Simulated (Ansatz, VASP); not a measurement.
# Two plane-wave programs on Ge3Pd

```
Pd Ge
1.0
     4.19653    0.00000    0.00000
     0.00000    4.19653    0.00000
     0.00000    0.00000    4.19653
Pd Ge
1 3
Cartesian
  0.0000 0.0000 0.0000
  2.0983 2.0983 0.0000
  2.0983 0.0000 2.0983
  0.0000 2.0983 2.0983
```

Alike in both runs: task single point; functional PBE; k mesh 7 × 7 × 7; occupations fermi-dirac, width 0.05 eV; no spin polarisation.

```csv
,VASP,Ansatz
version,VASP 6.6.1,Ansatz 0.2.0
potentials or method,"VASP PAW PBE potentials, release 64 (Pd, Ge_d)",Ansatz PAW
plane-wave cutoff (eV),520,420
valence electrons in the cell,52,60
```

|  | VASP | Ansatz | Ansatz less VASP |
| --- | --- | --- | --- |
| gap on the k mesh at the Fermi level (eV) | none | none | - |
| pressure (GPa) | -3.1 | -3.1 | -0.03 |

A gap of «none» marks a metal or a gap that the smearing closes. The functional is the same, so the differences come from potentials, cutoffs and numerics. VASP's potentials hold 52 valence electrons a cell and Ansatz's 60, so a difference there can come from the potentials and not from the codes.
